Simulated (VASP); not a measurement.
# CaTl2 (I4/mcm) in VASP: single point with PBE

Aim: the single point of CaTl2 with PBE.

Program: VASP 6.6.1. These are calculated values, not measurements. Logs are shortened: lines on timing, memory, paths and dates and some standing lists are left out, and cuts for length are marked.

### 1 The cell of the first run

It takes space group I4/mcm (No. 140, tetragonal). Conventional cell: a = 7.269 Å, b = 7.269 Å, c = 5.930 Å, α = 90.00°, β = 90.00°, γ = 90.00°. Ca (site symmetry 422) has 2 Ca at 2.96 Å and 8 Tl at 3.11 Å within 3.9 Å. Within 4.1 Å of Tl (site symmetry m2m) lie 4 Ca at 3.11 Å and 11 Tl at 3.31 to 3.86 Å.

### 2 Single point, PBE

INCAR

```
SYSTEM = CaTl2
ALGO = Normal ; EDIFF = 1E-6
ENCUT = 500 ; GGA = PE
GGA_COMPAT = .FALSE. ; ISIF = 2
ISMEAR = 1 ; LASPH = .TRUE.
LCHARG = .FALSE. ; LREAL = .FALSE.
LWAVE = .FALSE. ; NBANDS = 45
NELM = 120 ; PREC = Accurate
SIGMA = 0.1583
```

KPOINTS

```
k-points
0
G
  7 7 7
  0 0 0
```

POSCAR

```
CaTl2
1.0
    0.0000000000      0.0000000000      5.9296480000
    3.6345070000     -3.6345070000      2.9648240000
    3.6345070000      3.6345070000     -2.9648240000
Ca Tl
2 4
Direct
    0.2500000000      0.0000000000      0.0000000000
    0.7500000000      0.0000000000      0.0000000000
    0.6608000000      0.5000000000      0.8216000000
    0.1608000000      0.1784000000      0.5000000000
    0.3392000000      0.5000000000      0.1784000000
    0.8392000000      0.8216000000      0.5000000000
```

Potentials or basis: VASP PAW PBE potentials, release 64 (Ca_sv, Tl_d).

Command:

```console
cat potpaw_PBE.64/Ca_sv/POTCAR potpaw_PBE.64/Tl_d/POTCAR > POTCAR
mpirun -np 1 vasp_std > vasp.out
```

OUTCAR:

```text
SYSTEM = CaTl2
   EDIFF = 1E-6
   ENCUT = 500
   GGA = PE
   ISIF = 2
   ISMEAR = 1
   LASPH = .TRUE.
   LREAL = .FALSE.
   NELM = 120
   PREC = Accurate

 ion  position               nearest neighbor table
   1  0.250  0.000  0.000-   2 2.96   2 2.96   4 3.11   5 3.11   6 3.11   3 3.11   3 3.11   5 3.11
                             4 3.11   6 3.11
   2  0.750  0.000  0.000-   1 2.96   1 2.96   6 3.11   3 3.11   5 3.11   4 3.11   3 3.11   4 3.11
                             5 3.11   6 3.11
   3  0.661  0.500  0.822-   1 3.11   2 3.11   1 3.11   2 3.11   5 3.31   5 3.49   5 3.49   6 3.78
                             4 3.78   4 3.78   6 3.78   6 3.86   4 3.86   6 3.86   4 3.86
   4  0.161  0.178  0.500-   2 3.11   1 3.11   1 3.11   2 3.11   6 3.31   6 3.49   6 3.49   5 3.78
                             3 3.78   3 3.78   5 3.78   5 3.86   5 3.86   3 3.86   3 3.86
   5  0.339  0.500  0.178-   1 3.11   2 3.11   2 3.11   1 3.11   3 3.31   3 3.49   3 3.49   4 3.78
                             6 3.78   6 3.78   4 3.78   4 3.86   4 3.86   6 3.86   6 3.86
   6  0.839  0.822  0.500-   2 3.11   1 3.11   2 3.11   1 3.11   4 3.31   4 3.49   4 3.49   3 3.78
                             5 3.78   5 3.78   3 3.78   5 3.86   5 3.86   3 3.86   3 3.86

  LATTYP: Found a body centered tetragonal cell.
 ALAT       =     7.2690140000
 C/A-ratio  =     0.8157430980

  Lattice vectors:

 A1 = (   3.6345070000,  -3.6345070000,  -2.9648240000)
 A2 = (  -3.6345070000,   3.6345070000,  -2.9648240000)
 A3 = (   3.6345070000,   3.6345070000,   2.9648240000)

Analysis of symmetry for initial positions (statically):
=====================================================================
 Subroutine PRICEL returns:
 Original cell was already a primitive cell.

 Routine SETGRP: Setting up the symmetry group for a
 body centered tetragonal supercell.

 Subroutine GETGRP returns: Found 16 space group operations
 (whereof  8 operations were pure point group operations)
 out of a pool of 16 trial point group operations.

The static configuration has the point symmetry C_4h.
 The point group associated with its full space group is D_4h.

Analysis of symmetry for dynamics (positions and initial velocities):
=====================================================================
 Subroutine PRICEL returns:
 Original cell was already a primitive cell.

 Routine SETGRP: Setting up the symmetry group for a
 body centered tetragonal supercell.

 Subroutine GETGRP returns: Found 16 space group operations
 (whereof  8 operations were pure point group operations)
 out of a pool of 16 trial point group operations.

The dynamic configuration has the point symmetry C_4h.
 The point group associated with its full space group is D_4h.

 Subroutine INISYM returns: Found 16 space group operations
 (whereof  8 operations are pure point group operations),
 and found     1 'primitive' translations

----------------------------------------------------------------------------------------

                                     Primitive cell

  volume of cell :     156.6570

  direct lattice vectors                    reciprocal lattice vectors
     0.000000000  0.000000000  5.929648000     0.000000000  0.137570240  0.168644075
     3.634507000 -3.634507000  2.964824000     0.137570240 -0.137570240  0.000000000
     3.634507000  3.634507000 -2.964824000     0.137570240  0.137570240  0.000000000

  length of vectors
     5.929648000  5.933756282  5.933756282     0.217638220  0.194553699  0.194553699

  position of ions in fractional coordinates (direct lattice)
     0.250000000  0.000000000  0.000000000
     0.750000000  0.000000000  0.000000000
     0.660800000  0.500000000  0.821600000
     0.160800000  0.178400000  0.500000000
     0.339200000  0.500000000  0.178400000
     0.839200000  0.821600000  0.500000000

  ion indices of the primitive-cell ions
   primitive index   ion index
                 1           1
                 2           2
                 3           3
                 4           4
                 5           5
                 6           6

----------------------------------------------------------------------------------------

 KPOINTS: k-points

Automatic generation of k-mesh.
 Grid dimensions read from file:
 generate k-points for:    7    7    7

 Generating k-lattice:

  Cartesian coordinates                     Fractional coordinates (reciprocal lattice)
     0.000000000  0.019652891  0.024092011     0.142857143 -0.000000000  0.000000000
     0.019652891 -0.019652891  0.000000000     0.000000000  0.142857143  0.000000000
     0.019652891  0.019652891  0.000000000     0.000000000  0.000000000  0.142857143

  Length of vectors
     0.031091174  0.027793386  0.027793386

  Shift w.r.t. Gamma in fractional coordinates (k-lattice)
     0.000000000  0.000000000  0.000000000

 Subroutine IBZKPT returns following result:
 ===========================================

 Found     40 irreducible k-points:

 Following reciprocal coordinates:
            Coordinates               Weight
  0.000000  0.000000  0.000000      1.000000
  0.142857  0.000000  0.000000      8.000000
  0.285714 -0.000000  0.000000      8.000000
  0.428571 -0.000000  0.000000      8.000000
  0.000000  0.142857  0.000000      4.000000
  0.285714  0.142857  0.000000      8.000000
[... 16 lines left out ...]
 -0.285714  0.285714  0.142857      8.000000
  0.000000  0.428571  0.142857      8.000000
 [... further k-points ...]
   k-points           NKPTS =     40   k-points in BZ     NKDIM =     40   number of bands    NBANDS=     45
   number of dos      NEDOS =    301   number of ions     NIONS =      6
   total plane-waves  NPLWV = 110592
   dimension x,y,z NGX =    48 NGY =   48 NGZ =   48
   dimension x,y,z NGXF=    96 NGYF=   96 NGZF=   96
   ions per type =               2   4
   NGX,Y,Z   is equivalent  to a cutoff of  13.46, 13.45, 13.45 a.u.
   NGXF,Y,Z  is equivalent  to a cutoff of  26.91, 26.90, 26.90 a.u.
 SYSTEM =  CaTl2
   PREC   = accura    normal or accurate (medium, high low for compatibility)
   ISTART =      0    job   : 0-new  1-cont  2-samecut
   ICHARG =      2    charge: 1-file 2-atom 10-const
   ISPIN  =      1    spin polarized calculation?
   LNONCOLLINEAR =      F non collinear calculations
   LSORBIT =      F    spin-orbit coupling
   LASPH  =      T    aspherical Exc in radial PAW
   ENCUT  =  500.0 eV  36.75 Ry    6.06 a.u.  10.81 10.82 10.82*2*pi/ulx,y,z
   NELM   =    120;   NELMIN=  2; NELMDL= -5     # of ELM steps
   EDIFF  = 0.1E-05   stopping-criterion for ELM
   LREAL  =      F    real-space projection
   EDIFFG = 0.1E-04   stopping-criterion for IOM
   NSW    =      0    number of steps for IOM
   IBRION =     -1    ionic relax: 0-MD 1-quasi-New 2-CG
   NFREE  =      0    steps in history (QN), initial steepest desc. (CG)
   ISIF   =      2    stress and relaxation
   ISYM   =      2    0-nonsym 1-usesym 2-fastsym
   POTIM  = 0.5000    time-step for ionic-motion
   TEBEG  =    0.0;   TEEND  =   0.0 temperature during run
   PSTRESS=    0.0 pullay stress
   NELECT =      72.0000    total number of electrons
   NUPDOWN=      -1.0000    fix difference up-down
   EMIN   =  10.00;   EMAX   =-10.00  energy-range for DOS
   EFERMI =   0.00;   METHOD = LEGACY
   ISMEAR =     1;   SIGMA  =   0.16  broadening in eV -4-tet -1-fermi 0-gaus
   EFERMI_NEDOS =   21; number of points for ismear=-14 and -15
   IALGO  =     38    algorithm
   IMIX   =      4    mixing-type and parameters
     AMIX     =   0.40;   BMIX     =  1.00
     AMIX_MAG =   1.60;   BMIX_MAG =  1.00
  volume/ion in A,a.u.               =      26.11       176.20
  Fermi-wavevector in a.u.,A,eV,Ry     =   1.263385  2.387451 21.716823  1.596141
  Thomas-Fermi vector in A             =   2.396744
   LORBIT       =      0    0 simple, 1 ext, 2 COOP (PROOUT), +10 PAW based schemes
   GGA     = PE    functional components
   LHFCALC =     F    Hartree Fock is set to
   AEXX    =    0.0000 exact exchange contribution
   IVDW    =     0    specifies the selected vdW correction
   LEPSILON=     F    determine dielectric tensor
   LRPA    =     F    only Hartree local field effects (RPA)
 non-spin polarized calculation
 Methfessel and Paxton  Order N= 1 SIGMA  =   0.16
  energy-cutoff  :      500.00
  volume of cell :      156.66
 maximum number of plane-waves:      3999
 NGX is ok and might be reduce to    48
   NGX = 21   NGY = 21   NGZ = 21

 number of electron      72.0000005 magnetization

 Free energy of the ion-electron system (eV)
  ---------------------------------------------------
  ext. energy  EPLUGINS =         0.00000000
  ---------------------------------------------------
  free energy    TOTEN  =       -12.04665294 eV

  energy without entropy =      -12.04895950  energy(sigma->0) =      -12.04742180

 E-fermi :   6.3805     XC(G=0): -10.1947

 val. band max:        6.3784382609   @ k =   0.4286   0.1429   0.1429
 cond. band min:       6.3841754763   @ k =  -0.4286   0.2857   0.1429
 fundamental gap:      0.0057372154
 Fermi energy:         6.3805308948

 k-point     1 :       0.0000    0.0000    0.0000
  band No.  band energies     occupation
      1     -34.6801      2.00000
      2     -34.5492      2.00000
      3     -16.2933      2.00000
      4     -15.7706      2.00000
      5     -15.7706      2.00000
      6     -15.6351      2.00000
[... 37 lines left out ...]
     44      10.1261      0.00000
     45      10.2821      0.00000

 k-point     2 :       0.1429    0.0000    0.0000
  band No.  band energies     occupation
      1     -34.6737      2.00000
      2     -34.5558      2.00000
      3     -16.2496      2.00000
      4     -15.7648      2.00000
      5     -15.7647      2.00000
      6     -15.6426      2.00000
[... 37 lines left out ...]
     44      10.1013      0.00000
     45      10.2875      0.00000

 k-point     3 :       0.2857   -0.0000    0.0000
  band No.  band energies     occupation
      1     -34.6557      2.00000
      2     -34.5741      2.00000
      3     -16.1258      2.00000
      4     -15.7479      2.00000
      5     -15.7477      2.00000
      6     -15.6631      2.00000
[... 37 lines left out ...]
     44       9.9590      0.00000
     45      10.3874      0.00000

 k-point     4 :       0.4286   -0.0000    0.0000
  band No.  band energies     occupation
      1     -34.6296      2.00000
      2     -34.6005      2.00000
      3     -15.9423      2.00000
      4     -15.7326      2.00000
      5     -15.7219      2.00000
      6     -15.7209      2.00000
[... 901 lines left out ...]
     44       9.3977     -0.00000
     45      10.8776      0.00000

 k-point    23 :      -0.2857    0.2857    0.1429
  band No.  band energies     occupation
      1     -34.6555      2.00000
      2     -34.5741      2.00000
      3     -16.1282      2.00000
      4     -15.7580      2.00000
      5     -15.7435      2.00000
      6     -15.6632      2.00000
[... 37 lines left out ...]
     44       9.9174      0.00000
     45      10.7999      0.00000

 k-point    24 :       0.0000    0.4286    0.1429
  band No.  band energies     occupation
      1     -34.6796      2.00000
      2     -34.5492      2.00000
      3     -16.2991      2.00000
      4     -15.7855      2.00000
      5     -15.7706      2.00000
      6     -15.6372      2.00000
[... 37 lines left out ...]
     44       9.9605      0.00000
     45      10.2033      0.00000

 [... further k-points ...]

------------------------ aborting loop because EDIFF is reached ----------------------------------------

  FORCE on cell =-STRESS in cart. coord.  units (eV):
  Direction    XX          YY          ZZ          XY          YZ          ZX
  --------------------------------------------------------------------------------------
  -------------------------------------------------------------------------------------
  Total        7.4515336      7.4515336     11.9506736      0.0000000      0.0000000     -0.0000000
  in kB       76.2090102     76.2090102    122.2230284      0.0000000      0.0000000     -0.0000000
  external PRESSURE =      91.5470163 kB  Pullay stress =       0.0000000 kB

 VOLUME and BASIS-vectors are now :
 -----------------------------------------------------------------------------
  energy-cutoff  :      500.00
  volume of cell :      156.66
      direct lattice vectors                 reciprocal lattice vectors
     0.000000000  0.000000000  5.929648000     0.000000000  0.137570240  0.168644075
     3.634507000 -3.634507000  2.964824000     0.137570240 -0.137570240  0.000000000
     3.634507000  3.634507000 -2.964824000     0.137570240  0.137570240  0.000000000

 POSITION                                       TOTAL-FORCE (eV/Angst)
 -----------------------------------------------------------------------------------
      0.00000      0.00000      1.48241        -0.000000      0.000000     -0.000000
      0.00000      0.00000      4.44724        -0.000000     -0.000000     -0.000000
      4.80336      1.16886      2.96482        -0.280326     -0.280326     -0.000000
      2.46565      1.16886      0.00000         0.280326     -0.280326     -0.000000
      2.46565     -1.16886      2.96482         0.280326      0.280326      0.000000
      4.80336     -1.16886      5.92965        -0.280326      0.280326      0.000000
 -----------------------------------------------------------------------------------
    total drift:                                0.000000      0.000000      0.000000

  FREE ENERGIE OF THE ION-ELECTRON SYSTEM (eV)
  ---------------------------------------------------
  free  energy   TOTEN  =       -12.0466529444 eV

  energy  without entropy=      -12.0489595042  energy(sigma->0) =      -12.04742180
```

It took 3.6 min on 1 thread of Intel Xeon Platinum 8375C at 2.90GHz (Ice Lake), shared host; peak memory 0.44 GiB.

Results:

| Item | Value |
| --- | --- |
| Free energy | -12.0467 eV |
| Pressure | 9.2 GPa |
| Largest force | 0.396 eV/Å |
| Band gap on the k mesh | zero (bands 36 and 37 overlap by 0.71 eV) |

Forces on the atoms (eV/Å):
```
Ca   0.000  0.000  0.000
Ca   0.000  0.000  0.000
Tl  -0.280 -0.280  0.000
Tl   0.280 -0.280  0.000
Tl   0.280  0.280  0.000
Tl  -0.280  0.280  0.000
```

Levels at points of the mesh, in eV from the Fermi level:
```
           k point  band 34  band 35  band 36  band 37  band 38  band 39
(0.00, 0.00, 0.00)    -1.18    -1.00    -0.28    -0.01    -0.01     0.11
```

Caveat: the cell stands under pressure; spin-orbit coupling is left out, which moves the levels of the heavy elements.
